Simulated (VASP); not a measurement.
Here is a VASP 6.6.1 calculation.

Contents of INCAR:

```
PREC     = Accurate       # precision mode
ENCUT    = 520            # plane-wave cutoff, eV
EDIFF    = 1E-6           # SCF threshold, eV
ISMEAR   = -1             # smearing method
SIGMA    = 0.05           # smearing width, eV
LREAL    = F              # projectors in reciprocal space
LASPH    = T              # aspherical terms in the spheres
NELM     = 150            # most SCF steps
ALGO     = Normal         # electronic algorithm
ISIF     = 2              # what is computed and relaxed
LWAVE    = F              # write WAVECAR
LCHARG   = F              # write CHGCAR
ISPIN    = 2              # spin polarisation
MAGMOM   = 1              # initial moments
LORBIT   = 11             # projections on sites
LMAXMIX  = 4              # l up to which the mixer works
GGA      = PE             # functional
NBANDS   = 16             # bands
```

Contents of KPOINTS:

```
Automatic mesh
0
Gamma
  13 13 13
```

Contents of POSCAR:

```
Nb
1.0
    0.0000000000      2.1101716159      2.1101716159
    2.1101716159      0.0000000000      2.1101716159
    2.1101716159      2.1101716159      0.0000000000
Nb
1
Direct
    0.0000000000      0.0000000000      0.0000000000
```

Potentials or basis: VASP PAW PBE potentials, release 64 (Nb_sv).

Run with:

```bash
$ cat potpaw_PBE.64/Nb_sv/POTCAR > POTCAR
$ mpirun -np 1 vasp_std > vasp.out
```

(1) Estimate the net moment.

(2) Predict the pressure.

## Answers

(1) 0.00 μB per cell.

(2) -0.3 GPa.
